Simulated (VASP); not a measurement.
**AlRu (CsCl type): relaxation of cell and atoms with PBE**

The system is AlRu (CsCl type).

```
CELL_PARAMETERS angstrom
3.00222 0.00000 0.00000
0.00000 3.00222 0.00000
0.00000 0.00000 3.00222
ATOMIC_POSITIONS crystal
Ru 0.00000 0.00000 0.00000
Al 0.50000 0.50000 0.50000
```

| Quantity | Value |
| --- | --- |
| Program | VASP 6.6.1 |
| Task | relaxation of cell and atoms |
| Functional | PBE |
| Potentials or basis | VASP PAW PBE potentials, release 64 (Ru_pv, Al) |
| Cutoff | 600 eV |
| k mesh | 13 × 13 × 13 |
| Occupations | fermi-dirac, width 0.1 eV |
| Spin | no spin polarisation |
| Target pressure | 12 GPa |
| Dipole correction | no |
| Further INCAR settings | ALGO = Normal; EDIFF = 1e-06; IBRION = 2; EDIFFG = -0.005; NSW = 60; ISIF = 3 |

| Property | Result |
| --- | --- |
| Relaxed volume | 12.87 Å³/atom |
| Relaxed cell | a = 2.952 Å, b = 2.952 Å, c = 2.952 Å, α = 90.00°, β = 90.00°, γ = 90.00° |
| Space group after relaxing (to 0.05 Å) | Pm-3m (No. 221) |
| Energy change on relaxing (the enthalpy is what falls) | +24.7 meV/atom |
| Ionic steps | 7 |
| Pressure after relaxing | 12.0 GPa |

The path:
```tsv
step	energy change (eV)	largest force (eV/Å)	pressure (GPa)	volume (Å³)
1	0.0000	0.0000	0.44	27.06
2	0.4178	0.0000	41.27	23.41
3	0.0466	0.0000	11.76	25.77
4	0.0485	0.0000	11.88	25.74
5	0.0504	0.0000	12.14	25.72
6	0.0477	0.0000	11.75	25.75
7	0.0494	0.0000	12.01	25.73
```

Final structure:
```xyz
2
Lattice="2.9522 0.0000 0.0000 0.0000 2.9522 0.0000 0.0000 0.0000 2.9522" Properties=species:S:1:pos:R:3 pbc="T T T"
Ru    0.0000    0.0000    0.0000
Al    1.4761    1.4761    1.4761
```

Levels at points of the mesh, in eV from the Fermi level:
```tsv
k point	band 7	band 8	band 9	band 10	band 11	band 12
(0.00, 0.00, 0.00)	0.16	0.16	0.16	6.24	6.24	6.24
```

Run time: 57 s on 1 thread of Intel Xeon 6975P-C, with other jobs on the host, peak memory 0.17 GiB.

Caveat: the cell is relaxed towards a set pressure, so the enthalpy falls and the energy may rise.
